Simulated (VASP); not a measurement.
A run of VASP 6.6.1:

The input INCAR:

```
SYSTEM = C
PREC = Accurate
ENCUT = 520
EDIFF = 1E-7
ISMEAR = 0
SIGMA = 0.05
LREAL = Auto
LASPH = .TRUE.
NELM = 100
ALGO = Normal
ISIF = 2
LWAVE = .FALSE.
LCHARG = .TRUE.
LDIPOL = .TRUE.
IDIPOL = 3
DIPOL = 0.5 0.5 0.399
GGA = PE
IVDW = 12
LELF = .TRUE.
LVHAR = .TRUE.
LVACPOTAV = .TRUE.
NBANDS = 86
```

The input KPOINTS:

```
Automatic mesh
0
G
  2 2 1
  0 0 0
```

The input POSCAR:

```
C
1.0
    9.8601980332      0.0000000000      0.0000000000
   -4.9300990166      8.5391819831      0.0000000000
    0.0000000000      0.0000000000     20.0380100064
C
32
Direct
    0.4166666667      0.3333333333      0.3992412419
    0.4163860012      0.5832101189      0.3989394485
    0.4165977502      0.8333297113      0.3984183943
    0.4166572501      0.0833498216      0.3990590591
    0.6666533790      0.3333548132      0.3990689934
    0.6667885223      0.5831431017      0.3988480696
    0.6668023931      0.8335665330      0.3989191245
    0.6666609297      0.0834088461      0.3989540336
    0.9166443548      0.3333300111      0.3990436702
    0.9166701199      0.5833186372      0.3988384853
    0.9166745648      0.8333597738      0.3983700966
    0.9167202360      0.0833810757      0.3984769535
    0.1666241319      0.3333198119      0.3990416086
    0.1666298553      0.5833404268      0.3986167461
    0.1666414787      0.8333260686      0.3987138497
    0.1666488371      0.0833568315      0.3989410529
    0.3333289578      0.1666970363      0.3991968034
    0.3332566069      0.4166007494      0.3991852066
    0.3332338092      0.6666610234      0.3983569331
    0.3332992945      0.9166702075      0.3987175144
    0.5833154643      0.1667112056      0.3990884277
    0.5833329552      0.4166154361      0.3990024584
    0.5832909011      0.6665490884      0.3992805986
    0.5832243250      0.9167900688      0.3987556117
    0.8333440055      0.1666719321      0.3988667242
    0.8333088069      0.4166683306      0.3990528045
    0.8333365078      0.6666261407      0.3986106897
    0.8335658373      0.9168384210      0.3982723270
    0.0833284000      0.1666757903      0.3988152100
    0.0833234064      0.4166780813      0.3989370467
    0.0833099171      0.6666645982      0.3986965994
    0.0833281504      0.9166810869      0.3986872547
```

Potentials or basis: VASP PAW PBE potentials, release 64 (C).

The run is started by

```sh
$ cat potpaw_PBE.64/C/POTCAR > POTCAR
$ mpirun -np 1 vasp_std > vasp.out
```

Hardware: 1 thread of Intel Xeon 8259CL, on a shared host.

Estimate the wall time of this run.

Wall time 58 min on 1 thread of Intel Xeon 8259CL, with other jobs on the host, peak memory 1.7 GiB. Counts: scf iterations 26, k points 4.
